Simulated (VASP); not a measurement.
# La2FeSi3 (P-6m2) in VASP: single point with PBE

Aim: the single point of La2FeSi3 with PBE.

Everything below comes from runs of VASP 6.6.1. Logs are shortened: lines on timing, memory, paths and dates and some standing lists are left out, and cuts for length are marked.

### 1 The cell of the first run

Symmetry: P-6m2, No. 187, hexagonal system. The conventional cell has a = 4.043 Å, b = 4.043 Å, c = 8.748 Å, α = 90.00°, β = 90.00°, γ = 120.00°. Within 4.3 Å of La (site symmetry 3m) lie 9 Si at 3.16 to 3.24 Å and 3 Fe at 3.16 Å and 7 La at 4.04 to 4.25 Å. Fe (site symmetry -6m2) has 3 Si at 2.33 Å and 6 La at 3.16 Å within 3.2 Å. Si (site symmetry -6m2) has 3 Si at 2.33 Å within 3.1 Å. Si (site symmetry -6m2) has 3 Fe at 2.33 Å and 6 La at 3.16 Å within 3.2 Å. Within 3.1 Å of Si (site symmetry -6m2) lie 3 Si at 2.33 Å.

### 2 Single point, PBE, collinear spin, ferromagnetic start

Input file INCAR:

```
SYSTEM = La2FeSi3
PREC = Accurate
ENCUT = 520
EDIFF = 1E-7
ISMEAR = -1
SIGMA = 0.05
LREAL = .FALSE.
LASPH = .TRUE.
NELM = 150
ALGO = Normal
ISIF = 2
LWAVE = .FALSE.
LCHARG = .TRUE.
ISPIN = 2
MAGMOM = 0 0 3 0 0 0
LORBIT = 11
LMAXMIX = 6
GGA = PE
LELF = .TRUE.
LVHAR = .TRUE.
NBANDS = 34
```

Input file KPOINTS:

```
regular mesh
0
G
  8 8 3
  0 0 0
```

Input file POSCAR:

```
La2FeSi3
1.0
    4.0427717803      0.0000000000      0.0000000000
   -2.0213858901      3.5011430634      0.0000000000
    0.0000000000      0.0000000000      8.7479690000
La Fe Si
2 1 3
Direct
    0.6666666667      0.3333333333      0.2571100000
    0.6666666667      0.3333333333      0.7428900000
    0.0000000000      0.0000000000      0.5000000000
    0.3333333333      0.6666666667      0.0000000000
    0.3333333333      0.6666666667      0.5000000000
    0.0000000000      0.0000000000      0.0000000000
```

Potentials or basis: VASP PAW PBE potentials, release 64 (La, Fe, Si).

Started as:

```
cat potpaw_PBE.64/La/POTCAR potpaw_PBE.64/Fe/POTCAR potpaw_PBE.64/Si/POTCAR > POTCAR
mpirun -np 1 vasp_std > vasp.out
```

OUTCAR:

```text
SYSTEM = La2FeSi3
   PREC = Accurate
   ENCUT = 520
   EDIFF = 1E-7
   ISMEAR = -1
   LREAL = .FALSE.
   LASPH = .TRUE.
   NELM = 150
   ISIF = 2
   ISPIN = 2
   LORBIT = 11
   GGA = PE

 ion  position               nearest neighbor table
   1  0.667  0.333  0.257-   5 3.16   3 3.16   5 3.16   3 3.16   3 3.16   5 3.16   4 3.24   6 3.24
                             4 3.24   6 3.24   6 3.24   4 3.24
   2  0.667  0.333  0.743-   5 3.16   3 3.16   5 3.16   3 3.16   3 3.16   5 3.16   4 3.24   6 3.24
                             4 3.24   6 3.24   6 3.24   4 3.24
   3  0.000  0.000  0.500-   5 2.33   5 2.33   5 2.33   1 3.16   2 3.16   2 3.16   1 3.16   2 3.16
                             1 3.16
   4  0.333  0.667  0.000-   6 2.33   6 2.33   6 2.33   1 3.24   2 3.24   1 3.24   2 3.24   1 3.24
                             2 3.24
   5  0.333  0.667  0.500-   3 2.33   3 2.33   3 2.33   1 3.16   2 3.16   1 3.16   2 3.16   1 3.16
                             2 3.16
   6  0.000  0.000  0.000-   4 2.33   4 2.33   4 2.33   1 3.24   2 3.24   2 3.24   1 3.24   2 3.24
                             1 3.24

  LATTYP: Found a hexagonal cell.
 ALAT       =     4.0427717803
 C/A-ratio  =     2.1638542751

  Lattice vectors:

 A1 = (   4.0427717803,   0.0000000000,   0.0000000000)
 A2 = (  -2.0213858901,   3.5011430634,   0.0000000000)
 A3 = (   0.0000000000,   0.0000000000,   8.7479690000)

Analysis of symmetry for initial positions (statically):
=====================================================================
 Subroutine PRICEL returns:
 Original cell was already a primitive cell.

 Routine SETGRP: Setting up the symmetry group for a
 hexagonal supercell.

 Subroutine GETGRP returns: Found 12 space group operations
 (whereof 12 operations were pure point group operations)
 out of a pool of 24 trial point group operations.

The static configuration has the point symmetry D_3h.

Analysis of symmetry for dynamics (positions and initial velocities):
=====================================================================
 Subroutine PRICEL returns:
 Original cell was already a primitive cell.

 Routine SETGRP: Setting up the symmetry group for a
 hexagonal supercell.

 Subroutine GETGRP returns: Found 12 space group operations
 (whereof 12 operations were pure point group operations)
 out of a pool of 24 trial point group operations.

The dynamic configuration has the point symmetry D_3h.

Analysis of structural, dynamic, and magnetic symmetry:
=====================================================================
 Subroutine PRICEL returns:
 Original cell was already a primitive cell.

 Routine SETGRP: Setting up the symmetry group for a
 hexagonal supercell.

 Subroutine GETGRP returns: Found 12 space group operations
 (whereof 12 operations were pure point group operations)
 out of a pool of 24 trial point group operations.

The overall configuration has the point symmetry D_3h.

 Subroutine INISYM returns: Found 12 space group operations
 (whereof 12 operations are pure point group operations),
 and found     1 'primitive' translations

----------------------------------------------------------------------------------------

                                     Primitive cell

  volume of cell :     123.8216

  direct lattice vectors                    reciprocal lattice vectors
     4.042771780  0.000000000  0.000000000     0.247355046  0.142810502  0.000000000
    -2.021385890  3.501143063  0.000000000     0.000000000  0.285621005  0.000000000
     0.000000000  0.000000000  8.747969000     0.000000000  0.000000000  0.114312248

  length of vectors
     4.042771780  4.042771780  8.747969000     0.285621005  0.285621005  0.114312248

  position of ions in fractional coordinates (direct lattice)
[... 42 lines left out ...]
 Following reciprocal coordinates:
            Coordinates               Weight
  0.000000  0.000000  0.000000      1.000000
  0.125000  0.000000  0.000000      6.000000
  0.250000  0.000000  0.000000      6.000000
  0.375000  0.000000  0.000000      6.000000
  0.500000  0.000000  0.000000      3.000000
  0.125000  0.125000  0.000000      6.000000
[... 12 lines left out ...]
  0.250000  0.250000  0.333333     12.000000
  0.375000  0.250000  0.333333     12.000000
   k-points           NKPTS =     20   k-points in BZ     NKDIM =     20   number of bands    NBANDS=     34
   number of dos      NEDOS =    301   number of ions     NIONS =      6
   total plane-waves  NPLWV =  63000
   dimension x,y,z NGX =    30 NGY =   30 NGZ =   70
   dimension x,y,z NGXF=    60 NGYF=   60 NGZF=  140
   ions per type =               2   1   3
   NGX,Y,Z   is equivalent  to a cutoff of  12.34, 12.34, 13.30 a.u.
   NGXF,Y,Z  is equivalent  to a cutoff of  24.67, 24.67, 26.61 a.u.
 SYSTEM =  La2FeSi3
   PREC   = accura    normal or accurate (medium, high low for compatibility)
   ISTART =      0    job   : 0-new  1-cont  2-samecut
   ICHARG =      2    charge: 1-file 2-atom 10-const
   ISPIN  =      2    spin polarized calculation?
   LNONCOLLINEAR =      F non collinear calculations
   LSORBIT =      F    spin-orbit coupling
   LASPH  =      T    aspherical Exc in radial PAW
   ENCUT  =  520.0 eV  38.22 Ry    6.18 a.u.   7.52  7.52 16.27*2*pi/ulx,y,z
   NELM   =    150;   NELMIN=  2; NELMDL= -5     # of ELM steps
   EDIFF  = 0.1E-06   stopping-criterion for ELM
   LREAL  =      F    real-space projection
   EDIFFG = 0.1E-05   stopping-criterion for IOM
   NSW    =      0    number of steps for IOM
   IBRION =     -1    ionic relax: 0-MD 1-quasi-New 2-CG
   NFREE  =      0    steps in history (QN), initial steepest desc. (CG)
   ISIF   =      2    stress and relaxation
   ISYM   =      2    0-nonsym 1-usesym 2-fastsym
   POTIM  = 0.5000    time-step for ionic-motion
   TEBEG  =    0.0;   TEEND  =   0.0 temperature during run
   PSTRESS=    0.0 pullay stress
   NELECT =      42.0000    total number of electrons
   NUPDOWN=      -1.0000    fix difference up-down
   EMIN   =  10.00;   EMAX   =-10.00  energy-range for DOS
   EFERMI =   0.00;   METHOD = LEGACY
   ISMEAR =    -1;   SIGMA  =   0.05  broadening in eV -4-tet -1-fermi 0-gaus
   EFERMI_NEDOS =   21; number of points for ismear=-14 and -15
   IALGO  =     38    algorithm
   IMIX   =      4    mixing-type and parameters
     AMIX     =   0.40;   BMIX     =  1.00
     AMIX_MAG =   1.60;   BMIX_MAG =  1.00
  volume/ion in A,a.u.               =      20.64       139.26
  Fermi-wavevector in a.u.,A,eV,Ry     =   1.141719  2.157536 17.735491  1.303522
  Thomas-Fermi vector in A             =   2.278418
   LORBIT       =     11    0 simple, 1 ext, 2 COOP (PROOUT), +10 PAW based schemes
   GGA     = PE    functional components
   LHFCALC =     F    Hartree Fock is set to
   AEXX    =    0.0000 exact exchange contribution
   IVDW    =     0    specifies the selected vdW correction
   LEPSILON=     F    determine dielectric tensor
   LRPA    =     F    only Hartree local field effects (RPA)
 spin polarized calculation
  energy-cutoff  :      520.00
  volume of cell :      123.82
 maximum number of plane-waves:      3367
   NGX = 15   NGY = 15   NGZ = 33

 number of electron      42.0000009 magnetization       1.2199493

 Free energy of the ion-electron system (eV)
  ---------------------------------------------------
  ext. energy  EPLUGINS =         0.00000000
  ---------------------------------------------------
  free energy    TOTEN  =       -37.44923547 eV

  energy without entropy =      -37.40360882  energy(sigma->0) =      -37.42642215

 E-fermi :   8.4401     XC(G=0): -10.5956

 val. band max:        8.4350329726   @ k =   0.3750   0.1250   0.0000
 cond. band min:       8.4403571001   @ k =   0.1250   0.1250   0.3333
 fundamental gap:      0.0053241276
 Fermi energy:         8.4400930040

 spin component 1

 k-point     1 :       0.0000    0.0000    0.0000
  band No.  band energies     occupation
      1     -23.7321      1.00000
      2     -23.7161      1.00000
      3      -8.0440      1.00000
      4      -7.5506      1.00000
      5      -7.2414      1.00000
      6      -7.2414      1.00000
[... 709 lines left out ...]
     32      11.1384      0.00000
     33      11.1809      0.00000
 Fermi energy:         8.4400930040

 spin component 2

 k-point     1 :       0.0000    0.0000    0.0000
  band No.  band energies     occupation
      1     -23.7322      1.00000
      2     -23.7163      1.00000
      3      -8.0378      1.00000
      4      -7.5483      1.00000
      5      -7.2449      1.00000
      6      -7.2449      1.00000
[... 709 lines left out ...]
     32      11.1480      0.00000
     33      11.1981      0.00000
 [bands above 33 left out]

------------------------ aborting loop because EDIFF is reached ----------------------------------------

  FORCE on cell =-STRESS in cart. coord.  units (eV):
  Direction    XX          YY          ZZ          XY          YZ          ZX
  --------------------------------------------------------------------------------------
  -------------------------------------------------------------------------------------
  Total        1.8051354      1.8051354      1.1134476      0.0000000      0.0000000      0.0000000
  in kB       23.3573754     23.3573754     14.4073478      0.0000000      0.0000000      0.0000000
  external PRESSURE =      20.3740329 kB  Pullay stress =       0.0000000 kB

 VOLUME and BASIS-vectors are now :
 -----------------------------------------------------------------------------
  energy-cutoff  :      520.00
  volume of cell :      123.82
      direct lattice vectors                 reciprocal lattice vectors
     4.042771780  0.000000000  0.000000000     0.247355046  0.142810502  0.000000000
    -2.021385890  3.501143063  0.000000000     0.000000000  0.285621005  0.000000000
     0.000000000  0.000000000  8.747969000     0.000000000  0.000000000  0.114312248

 POSITION                                       TOTAL-FORCE (eV/Angst)
 -----------------------------------------------------------------------------------
      2.02139      1.16705      2.24919         0.000000     -0.000000     -0.062456
      2.02139      1.16705      6.49878         0.000000     -0.000000      0.062456
      0.00000      0.00000      4.37398         0.000000     -0.000000      0.000000
     -0.00000      2.33410      0.00000         0.000000     -0.000000      0.000000
     -0.00000      2.33410      4.37398        -0.000000      0.000000      0.000000
      0.00000      0.00000      0.00000         0.000000     -0.000000      0.000000
 -----------------------------------------------------------------------------------
    total drift:                               -0.000000      0.000000      0.000000

  FREE ENERGIE OF THE ION-ELECTRON SYSTEM (eV)
  ---------------------------------------------------
  free  energy   TOTEN  =       -37.4492354708 eV

  energy  without entropy=      -37.4036088204  energy(sigma->0) =      -37.42642215

 total charge

# of ion       s       p       d       f       tot
--------------------------------------------------
    1        2.024   5.634   0.781   0.148   8.587
    2        2.024   5.634   0.781   0.148   8.587
    3        0.491   0.399   6.395   0.000   7.286
    4        0.756   0.917   0.000   0.000   1.673
    5        0.779   0.927   0.000   0.000   1.705
    6        0.754   0.926   0.000   0.000   1.681
--------------------------------------------------
tot          6.828  14.437   7.958   0.295  29.519

 magnetization (x)

# of ion       s       p       d       f       tot
--------------------------------------------------
    1       -0.001   0.002  -0.003  -0.001  -0.003
    2       -0.001   0.002  -0.003  -0.001  -0.003
    3        0.013   0.036   1.138   0.000   1.187
    4        0.002   0.006   0.000   0.000   0.008
    5       -0.003  -0.023   0.000   0.000  -0.026
    6       -0.000   0.003   0.000   0.000   0.003
--------------------------------------------------
tot          0.010   0.027   1.131  -0.001   1.166
```

Run time: 7.6 min. Hardware: 1 thread of Intel Xeon Platinum 8259CL at 2.50GHz (Skylake/Cascade Lake), shared host; peak memory 0.38 GiB.

What came out:

```yaml
Free_energy: -37.4492 eV
Pressure: 2.0 GPa
Largest_force: 0.062 eV/Å
Net_moment: 1.22 μB per cell
Site_moments: La -0.00; Fe +1.19; Si +0.01, -0.03, +0.00 μB
Valence_electrons_inside_the_program's_atomic_spheres: La 8.59; Fe 7.29; Si 1.67, 1.71, 1.68
```

Forces on the atoms (eV/Å):
```
La   0.000  0.000 -0.062
La   0.000  0.000  0.062
Fe   0.000  0.000  0.000
Si   0.000  0.000  0.000
Si   0.000  0.000  0.000
Si   0.000  0.000  0.000
```

Caveat: spin-orbit coupling is left out, which moves the levels of the heavy elements.
